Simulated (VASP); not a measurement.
# In4Sb (Cmmm) in VASP: a series of runs

Runs on In4Sb. Level: PBE. Tasks: single point, relaxation of cell and atoms.

All numbers are computed with VASP 6.6.1; they aren't measurements. Logs are shortened: lines on timing, memory, paths and dates and some standing lists are left out, and cuts for length are marked.

### 1 The cell of the first run

The structure is orthorhombic, space group Cmmm (No. 65). Conventional cell: a = 8.626 Å, b = 10.832 Å, c = 3.284 Å, α = 90.00°, β = 90.00°, γ = 90.00°. Within 4.1 Å of In (site symmetry 2mm) lie 7 In at 3.11 to 3.28 Å and 2 Sb at 3.21 Å. Within 4.4 Å of In (site symmetry 2/m) lie 8 In at 3.22 to 4.31 Å and 2 Sb at 3.46 Å. Sb (site symmetry mmm) has 8 In at 3.21 to 3.46 Å and 2 Sb at 3.28 Å within 4.2 Å.

The cell was built from a structure type or drawn by symmetry, and may not be a known phase.

### 2 Single point, PBE

The input, INCAR:

```
SYSTEM = In4Sb
ALGO     = Fast           ! electronic algorithm
EDIFF    = 1E-7           ! SCF threshold, eV
ENCUT    = 520            ! plane-wave cutoff, eV
GGA      = PE             ! functional
ISIF     = 2              ! what is computed and relaxed
ISMEAR   = 0              ! smearing method
LASPH    = .True.         ! aspherical terms in the spheres
LCHARG   = .True.         ! write CHGCAR
LELF     = .True.         ! ELF
LREAL    = .False.        ! projectors in reciprocal space
LVHAR    = .True.       
LWAVE    = .False.        ! write WAVECAR
NBANDS   = 36             ! bands
NELM     = 80             ! most SCF steps
PREC     = Accurate       ! precision mode
SIGMA    = 0.1            ! smearing width, eV
```

The input, KPOINTS:

```
k-points
0
Gamma
  4 4 4
  0 0 0
```

The input, POSCAR:

```
In4Sb
1.0
    4.3128010528     -5.4159798601      0.0000000000
    4.3128010528      5.4159798601      0.0000000000
    0.0000000000      0.0000000000      3.2837033178
In Sb
4 1
Direct
    0.1802974507      0.1802974507      0.5000000000
    0.8197025493      0.8197025493      0.5000000000
    0.0000000000      0.5000000000      0.0000000000
    0.5000000000      0.0000000000      0.0000000000
    0.5000000000      0.5000000000      0.0000000000
```

Potentials or basis: VASP PAW PBE potentials, release 64 (In_d, Sb).

Command:

```console
> cat potpaw_PBE.64/In_d/POTCAR potpaw_PBE.64/Sb/POTCAR > POTCAR
> mpirun -np 1 vasp_std > vasp.out
```

OUTCAR:

```text
SYSTEM = In4Sb
   EDIFF = 1E-7
   ENCUT = 520
   GGA = PE
   ISIF = 2
   ISMEAR = 0
   LASPH = .True.
   LREAL = .False.
   NELM = 80
   PREC = Accurate

 ion  position               nearest neighbor table
   1  0.180  0.180  0.500-   2 3.11   5 3.21   5 3.21   3 3.22   3 3.22   4 3.22   4 3.22
   2  0.820  0.820  0.500-   1 3.11   5 3.21   5 3.21   3 3.22   3 3.22   4 3.22   4 3.22
   3  0.000  0.500  0.000-   1 3.22   2 3.22   1 3.22   2 3.22   5 3.46   5 3.46
   4  0.500  0.000  0.000-   1 3.22   2 3.22   1 3.22   2 3.22   5 3.46   5 3.46
   5  0.500  0.500  0.000-   1 3.21   2 3.21   1 3.21   2 3.21   3 3.46   4 3.46   4 3.46   3 3.46

  LATTYP: Found a base centered orthorhombic cell.
 ALAT       =     8.6256021056
 B/A-ratio  =     1.2557917219
 C/A-ratio  =     0.3806926493

  Lattice vectors:

 A1 = (   4.3128010528,  -5.4159798601,   0.0000000000)
 A2 = (   4.3128010528,   5.4159798601,   0.0000000000)
 A3 = (   0.0000000000,   0.0000000000,   3.2837033178)

Analysis of symmetry for initial positions (statically):
=====================================================================
 Subroutine PRICEL returns:
 Original cell was already a primitive cell.

 Routine SETGRP: Setting up the symmetry group for a
 base centered orthorhombic supercell.

 Subroutine GETGRP returns: Found  8 space group operations
 (whereof  8 operations were pure point group operations)
 out of a pool of  8 trial point group operations.

The static configuration has the point symmetry D_2h.

Analysis of symmetry for dynamics (positions and initial velocities):
=====================================================================
 Subroutine PRICEL returns:
 Original cell was already a primitive cell.

 Routine SETGRP: Setting up the symmetry group for a
 base centered orthorhombic supercell.

 Subroutine GETGRP returns: Found  8 space group operations
 (whereof  8 operations were pure point group operations)
 out of a pool of  8 trial point group operations.

The dynamic configuration has the point symmetry D_2h.

 Subroutine INISYM returns: Found  8 space group operations
 (whereof  8 operations are pure point group operations),
 and found     1 'primitive' translations

----------------------------------------------------------------------------------------

                                     Primitive cell

  volume of cell :     153.4018

  direct lattice vectors                    reciprocal lattice vectors
     4.312801053 -5.415979860  0.000000000     0.115933936 -0.092319398  0.000000000
     4.312801053  5.415979860  0.000000000     0.115933936  0.092319398  0.000000000
     0.000000000  0.000000000  3.283703318     0.000000000  0.000000000  0.304534211

  length of vectors
     6.923372788  6.923372788  3.283703318     0.148201041  0.148201041  0.304534211

  position of ions in fractional coordinates (direct lattice)
     0.180297451  0.180297451  0.500000000
     0.819702549  0.819702549  0.500000000
     1.000000000  0.500000000  0.000000000
     0.500000000  1.000000000  0.000000000
     0.500000000  0.500000000  0.000000000

  ion indices of the primitive-cell ions
   primitive index   ion index
                 1           1
                 2           2
                 3           3
                 4           4
                 5           5

----------------------------------------------------------------------------------------

 KPOINTS: k-points

Automatic generation of k-mesh.
 Grid dimensions read from file:
 generate k-points for:    4    4    4

 Generating k-lattice:

  Cartesian coordinates                     Fractional coordinates (reciprocal lattice)
     0.028983484 -0.023079849  0.000000000     0.250000000 -0.000000000  0.000000000
     0.028983484  0.023079849  0.000000000    -0.000000000  0.250000000  0.000000000
     0.000000000  0.000000000  0.076133553     0.000000000  0.000000000  0.250000000

  Length of vectors
     0.037050260  0.037050260  0.076133553

  Shift w.r.t. Gamma in fractional coordinates (k-lattice)
[... 54 lines left out ...]
     35      12.6131      0.00000
     36      13.0282      0.00000

 k-point     2 :       0.2500    0.0000    0.0000
  band No.  band energies     occupation
      1      -8.8662      2.00000
      2      -8.8076      2.00000
      3      -8.7729      2.00000
      4      -8.7134      2.00000
      5      -8.6796      2.00000
      6      -8.6720      2.00000
[... 28 lines left out ...]
     35      12.2837      0.00000
     36      12.8132      0.00000

 k-point     3 :       0.5000    0.0000    0.0000
  band No.  band energies     occupation
      1      -8.8522      2.00000
      2      -8.8047      2.00000
      3      -8.7748      2.00000
      4      -8.7103      2.00000
      5      -8.6727      2.00000
      6      -8.6660      2.00000
[... 28 lines left out ...]
     35      11.9324      0.00000
     36      12.2277      0.00000

 k-point     4 :       0.2500    0.2500    0.0000
  band No.  band energies     occupation
      1      -8.8594      2.00000
      2      -8.8081      2.00000
      3      -8.7440      2.00000
      4      -8.7432      2.00000
      5      -8.6939      2.00000
      6      -8.6904      2.00000
[... 28 lines left out ...]
     35      11.1528      0.00000
     36      11.9810      0.00000

 k-point     5 :       0.5000    0.2500    0.0000
  band No.  band energies     occupation
      1      -8.8445      2.00000
      2      -8.8136      2.00000
      3      -8.7612      2.00000
      4      -8.7197      2.00000
      5      -8.6965      2.00000
      6      -8.6748      2.00000
[... 538 lines left out ...]
 k-point    19 :       0.5000    0.2500    0.5000
  band No.  band energies     occupation
      1      -8.8456      2.00000
      2      -8.8359      2.00000
      3      -8.7428      2.00000
      4      -8.7222      2.00000
      5      -8.7155      2.00000
      6      -8.6597      2.00000
[... 28 lines left out ...]
     35       9.4485      0.00000
     36       9.6289      0.00000

 k-point    20 :      -0.2500    0.2500    0.5000
  band No.  band energies     occupation
      1      -8.8053      2.00000
      2      -8.8037      2.00000
      3      -8.7870      2.00000
      4      -8.7592      2.00000
      5      -8.7470      2.00000
      6      -8.6766      2.00000
[... 28 lines left out ...]
     35       9.5418      0.00000
     36      10.5458      0.00000

 k-point    21 :       0.5000    0.5000    0.5000
  band No.  band energies     occupation
      1      -8.8635      2.00000
      2      -8.8543      2.00000
      3      -8.7281      2.00000
      4      -8.7002      2.00000
      5      -8.6842      2.00000
      6      -8.6569      2.00000
[... 28 lines left out ...]
     35       8.8974      0.00000
     36       9.3770      0.00000

------------------------ aborting loop because EDIFF is reached ----------------------------------------

  FORCE on cell =-STRESS in cart. coord.  units (eV):
  Direction    XX          YY          ZZ          XY          YZ          ZX
  --------------------------------------------------------------------------------------
  -------------------------------------------------------------------------------------
  Total       -0.0733113      0.0651028     -0.1508947     -0.0000000      0.0000000      0.0000000
  in kB       -0.7656866      0.6799542     -1.5759930     -0.0000000      0.0000000      0.0000000
  external PRESSURE =      -0.5539085 kB  Pullay stress =       0.0000000 kB

 VOLUME and BASIS-vectors are now :
 -----------------------------------------------------------------------------
  energy-cutoff  :      520.00
  volume of cell :      153.40
      direct lattice vectors                 reciprocal lattice vectors
     4.312801053 -5.415979860  0.000000000     0.115933936 -0.092319398  0.000000000
     4.312801053  5.415979860  0.000000000     0.115933936  0.092319398  0.000000000
     0.000000000  0.000000000  3.283703318     0.000000000  0.000000000  0.304534211

 POSITION                                       TOTAL-FORCE (eV/Angst)
 -----------------------------------------------------------------------------------
      1.55517      0.00000      1.64185         0.005544     -0.000000      0.000000
      7.07043      0.00000      1.64185        -0.005544     -0.000000     -0.000000
      2.15640      2.70799      0.00000         0.000000     -0.000000      0.000000
      2.15640     -2.70799      0.00000         0.000000      0.000000      0.000000
      4.31280      0.00000      0.00000        -0.000000     -0.000000      0.000000
 -----------------------------------------------------------------------------------
    total drift:                                0.000000     -0.000000      0.000000

  FREE ENERGIE OF THE ION-ELECTRON SYSTEM (eV)
  ---------------------------------------------------
  free  energy   TOTEN  =       -13.9659352913 eV

  energy  without entropy=      -13.9564514397  energy(sigma->0) =      -13.96119337
```

Wall time 74 s (1 thread of Intel Xeon 6975P-C (Granite Rapids), shared host); peak memory 0.3 GiB.

Results:

```yaml
Free_energy: -13.9659 eV
Pressure: -0.1 GPa
Largest_force: 0.006 eV/Å
Band_gap_on_the_k_mesh: zero (an odd number of electrons rules out a gap without spin polarisation)
```

Forces in eV/Å, atoms in the order of the input:
```
In   0.006  0.000  0.000
In  -0.006  0.000  0.000
In   0.000  0.000  0.000
In   0.000  0.000  0.000
Sb   0.000  0.000  0.000
```

Stress tensor (GPa, compression positive):
```
-0.08  0.00  0.00
 0.00  0.07  0.00
 0.00  0.00 -0.16
```

Levels at points of the mesh, in eV from the Fermi level:
| k point | band 25 | band 26 | band 27 | band 28 | band 29 | band 30 | band 31 | band 32 |
| --- | --- | --- | --- | --- | --- | --- | --- | --- |
| (0.00, 0.00, 0.00) | -3.67 | -3.32 | -2.34 | -0.86 | 0.57 | 3.51 | 3.68 | 3.90 |
| (0.50, 0.00, 0.00) | -4.27 | -3.30 | -1.20 | 0.45 | 0.49 | 0.57 | 3.60 | 3.70 |
| (0.50, 0.50, 0.00) | -2.58 | -1.58 | -0.59 | -0.42 | -0.09 | 0.81 | 1.99 | 3.10 |
| (0.00, 0.00, 0.50) | -2.73 | -2.66 | -2.59 | -1.61 | -1.19 | 0.22 | 0.29 | 1.49 |
| (0.50, 0.00, 0.50) | -2.98 | -2.15 | -1.62 | -0.93 | -0.40 | -0.24 | 0.58 | 0.92 |
| (0.50, 0.50, 0.50) | -3.63 | -2.76 | -2.34 | -2.22 | 0.38 | 1.50 | 1.63 | 2.24 |

Caveat: the k points lie up to 0.48 Å⁻¹ apart, too coarse for converged energies and pressures of a metal; spin-orbit coupling is left out, which moves the levels of the heavy elements.

(Continued in part 2 of 2.)
